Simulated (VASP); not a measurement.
# LiNd (Pm-3m) in VASP: relaxation of cell and atoms with PBE

Aim: the relaxation of cell and atoms of LiNd with PBE.

Everything below comes from runs of VASP 6.6.1. Logs are shortened: lines on timing, memory, paths and dates and some standing lists are left out, and cuts for length are marked.

## Step 1: The cell of the first run

The structure is cubic, space group Pm-3m (No. 221). The conventional cell has a = 3.384 Å, b = 3.384 Å, c = 3.384 Å, α = 90.00°, β = 90.00°, γ = 90.00°. Li (site symmetry m-3m) has 8 Nd at 2.93 Å and 6 Li at 3.38 Å within 3.9 Å. Within 3.9 Å of Nd (site symmetry m-3m) lie 8 Li at 2.93 Å and 6 Nd at 3.38 Å.

The cell was built from a structure type or drawn by symmetry, and may not be a known phase.

## Step 2: Relaxation of cell and atoms, PBE

Contents of INCAR:

```
PREC     = Accurate       # precision mode
ENCUT    = 600            # plane-wave cutoff, eV
EDIFF    = 1E-6           # SCF threshold, eV
ISMEAR   = 0              # smearing method
SIGMA    = 0.1            # smearing width, eV
LREAL    = F              # projectors in reciprocal space
LASPH    = T              # aspherical terms in the spheres
NELM     = 80             # most SCF steps
ALGO     = Normal         # electronic algorithm
ISIF     = 3              # what is computed and relaxed
LWAVE    = F              # write WAVECAR
LCHARG   = F              # write CHGCAR
GGA      = PE             # functional
IBRION   = 2              # ionic algorithm
NSW      = 90             # ionic steps
EDIFFG   = -0.04          # ionic threshold
```

Contents of KPOINTS:

```
Automatic mesh
0
Gamma
  6 6 6
```

Contents of POSCAR:

```
LiNd
1.0
    3.3835259300      0.0000000000      0.0000000000
    0.0000000000      3.3835259300      0.0000000000
    0.0000000000      0.0000000000      3.3835259300
Li Nd
1 1
Direct
    0.0000000000      0.0000000000      0.0000000000
    0.5000000000      0.5000000000      0.5000000000
```

Potentials or basis: VASP PAW PBE potentials, release 64 (Li_sv, Nd).

Run with:

```
$ cat potpaw_PBE.64/Li_sv/POTCAR potpaw_PBE.64/Nd/POTCAR > POTCAR
$ mpirun -np 1 vasp_std > vasp.out
```

OUTCAR:

```text
PREC = Accurate
   ENCUT = 600
   EDIFF = 1E-6
   ISMEAR = 0
   LREAL = F
   LASPH = T
   NELM = 80
   ISIF = 3
   GGA = PE
   IBRION = 2
   NSW = 90
   EDIFFG = -0.04

 ion  position               nearest neighbor table
   1  0.000  0.000  0.000-   2 2.93   2 2.93   2 2.93   2 2.93   2 2.93   2 2.93   2 2.93   2 2.93

   2  0.500  0.500  0.500-   1 2.93   1 2.93   1 2.93   1 2.93   1 2.93   1 2.93   1 2.93   1 2.93

  LATTYP: Found a simple cubic cell.
 ALAT       =     3.3835259300

  Lattice vectors:

 A1 = (   3.3835259300,   0.0000000000,   0.0000000000)
 A2 = (   0.0000000000,   3.3835259300,   0.0000000000)
 A3 = (   0.0000000000,   0.0000000000,   3.3835259300)

Analysis of symmetry for initial positions (statically):
=====================================================================
 Subroutine PRICEL returns:
 Original cell was already a primitive cell.

 Routine SETGRP: Setting up the symmetry group for a
 simple cubic supercell.

 Subroutine GETGRP returns: Found 48 space group operations
 (whereof 48 operations were pure point group operations)
 out of a pool of 48 trial point group operations.

The static configuration has the point symmetry O_h .

Analysis of symmetry for dynamics (positions and initial velocities):
=====================================================================
 Subroutine PRICEL returns:
 Original cell was already a primitive cell.

 Routine SETGRP: Setting up the symmetry group for a
 simple cubic supercell.

 Subroutine GETGRP returns: Found 48 space group operations
 (whereof 48 operations were pure point group operations)
 out of a pool of 48 trial point group operations.

The dynamic configuration has the point symmetry O_h .

 Subroutine INISYM returns: Found 48 space group operations
 (whereof 48 operations are pure point group operations),
 and found     1 'primitive' translations

----------------------------------------------------------------------------------------

                                     Primitive cell

  volume of cell :      38.7354

  direct lattice vectors                    reciprocal lattice vectors
     3.383525930  0.000000000  0.000000000     0.295549678  0.000000000  0.000000000
     0.000000000  3.383525930  0.000000000     0.000000000  0.295549678  0.000000000
     0.000000000  0.000000000  3.383525930     0.000000000  0.000000000  0.295549678

  length of vectors
[... 452 lines left out ...]
     0.000000000  3.383525930  0.000000000     0.000000000  0.295549678  0.000000000
     0.000000000  0.000000000  3.383525930     0.000000000  0.000000000  0.295549678

 POSITION                                       TOTAL-FORCE (eV/Angst)
 -----------------------------------------------------------------------------------
      0.00000      0.00000      0.00000         0.000000      0.000000      0.000000
      1.69176      1.69176      1.69176         0.000000      0.000000      0.000000
 -----------------------------------------------------------------------------------
    total drift:                                0.000000      0.000000      0.000000

  FREE ENERGIE OF THE ION-ELECTRON SYSTEM (eV)
  ---------------------------------------------------
  free  energy   TOTEN  =        -5.9824658822 eV

  energy  without entropy=       -5.8914527612  energy(sigma->0) =       -5.93695932

--------------------------------------- Ionic step        2  -------------------------------------------

 number of electron      16.9999999 magnetization

 Free energy of the ion-electron system (eV)
  ---------------------------------------------------
  ext. energy  EPLUGINS =         0.00000000
  ---------------------------------------------------
  free energy    TOTEN  =        -6.12568709 eV

  energy without entropy =       -6.01465752  energy(sigma->0) =       -6.07017231

 E-fermi :   3.8635     XC(G=0):  -9.4204

 val. band max:        3.8571207364   @ k =   0.0000   0.0000   0.0000
 cond. band min:       3.8718097091   @ k =   0.3333   0.3333   0.0000
 fundamental gap:      0.0146889727
 Fermi energy:         3.8635267321

 k-point     1 :       0.0000    0.0000    0.0000
  band No.  band energies     occupation
      1     -41.6944      2.00000
      2     -33.2595      2.00000
      3     -14.2479      2.00000
      4     -14.2479      2.00000
      5     -14.2479      2.00000
      6       0.1300      2.00000
      7       3.5976      1.99983
      8       3.5976      1.99983
      9       3.8571      1.07219
     10       3.9894      0.07505
     11       3.9894      0.07505
     12       3.9894      0.07501
[... 271 lines left out ...]
 k-point    20 :       0.5000    0.5000    0.5000
  band No.  band energies     occupation
      1     -41.6914      2.00000
      2     -33.1151      2.00000
      3     -14.7258      2.00000
      4     -14.7258      2.00000
      5     -14.7258      2.00000
      6       2.5910      2.00000
      7       2.5910      2.00000
      8       2.5910      2.00000
      9       3.8841      0.77148
     10       3.9764      0.11053
     11       3.9764      0.11053
     12       3.9764      0.11047

------------------------ aborting loop because EDIFF is reached ----------------------------------------

  FORCE on cell =-STRESS in cart. coord.  units (eV):
  Direction    XX          YY          ZZ          XY          YZ          ZX
  --------------------------------------------------------------------------------------
  -------------------------------------------------------------------------------------
  Total       -0.0449822     -0.0449822     -0.0449822     -0.0000000     -0.0000000      0.0000000
  in kB       -1.5031100     -1.5031100     -1.5031100     -0.0000000     -0.0000000      0.0000000
  external PRESSURE =      -1.5031100 kB  Pullay stress =       0.0000000 kB

 VOLUME and BASIS-vectors are now :
 -----------------------------------------------------------------------------
  energy-cutoff  :      600.00
  volume of cell :       47.95
      direct lattice vectors                 reciprocal lattice vectors
     3.632899216  0.000000000  0.000000000     0.275262247 -0.000000000 -0.000000000
     0.000000000  3.632899216  0.000000000    -0.000000000  0.275262247 -0.000000000
     0.000000000  0.000000000  3.632899216     0.000000000 -0.000000000  0.275262247

 POSITION                                       TOTAL-FORCE (eV/Angst)
 -----------------------------------------------------------------------------------
      0.00000      0.00000      0.00000        -0.000000      0.000000      0.000000
      1.81645      1.81645      1.81645         0.000000     -0.000000      0.000000
 -----------------------------------------------------------------------------------
    total drift:                               -0.000000      0.000000      0.000000

  FREE ENERGIE OF THE ION-ELECTRON SYSTEM (eV)
  ---------------------------------------------------
  free  energy   TOTEN  =        -6.1256870949 eV

  energy  without entropy=       -6.0146575221  energy(sigma->0) =       -6.07017231

 reached required accuracy - stopping structural energy minimisation
```

Run time: 2.1 min. Hardware: 1 thread of Intel Xeon Platinum 8488C (Sapphire Rapids), shared host; peak memory 0.17 GiB.

What came out:

| Item | Value |
| --- | --- |
| Free energy | -6.1257 eV |
| Relaxed volume | 23.97 Å³/atom |
| Relaxed cell | a = 3.633 Å, b = 3.633 Å, c = 3.633 Å, α = 90.00°, β = 90.00°, γ = 90.00° |
| Space group after relaxing (to 0.1 Å) | Pm-3m (No. 221) |
| Energy gained by relaxing | 71.6 meV/atom |
| Ionic steps | 2 |
| Pressure after relaxing | -0.2 GPa |
| Band gap on the k mesh | zero (an odd number of electrons rules out a gap without spin polarisation) |

The path:
```
step  energy change (eV)  largest force (eV/Å)  pressure (GPa)  volume (Å³)
   1              0.0000                0.0000           12.64        38.74
   2             -0.1432                0.0000           -0.15        47.95
```

Final structure:
```
Li Nd
1.0
     3.63290    0.00000    0.00000
     0.00000    3.63290    0.00000
     0.00000    0.00000    3.63290
Li Nd
1 1
Direct
  0.00000 0.00000 0.00000
  0.50000 0.50000 0.50000
```

Levels at points of the mesh, in eV from the Fermi level:
```
           k point  band 6  band 7  band 8  band 9  band 10  band 11
(0.00, 0.00, 0.00)   -3.73   -0.27   -0.27   -0.01     0.13     0.13
(0.50, 0.00, 0.00)   -2.10   -0.19   -0.16    0.05     0.05     0.28
(0.50, 0.50, 0.00)   -1.56   -0.17   -0.17    0.11     0.11     0.16
(0.50, 0.50, 0.50)   -1.27   -1.27   -1.27    0.02     0.11     0.11
```

Caveat: the cutoff is under 1.25 times the usual one of these potentials, so pressure, stress and relaxed cells hold a basis-set (Pulay) error; the volume moved by over 15 % at a fixed basis, so the end points are rough; spin-orbit coupling is left out, which moves the levels of the heavy elements; semilocal functionals describe open f shells poorly, which spoils levels, moments and volumes. Spin polarisation is off, so any magnetic state and its effect on volume and gap are missing.
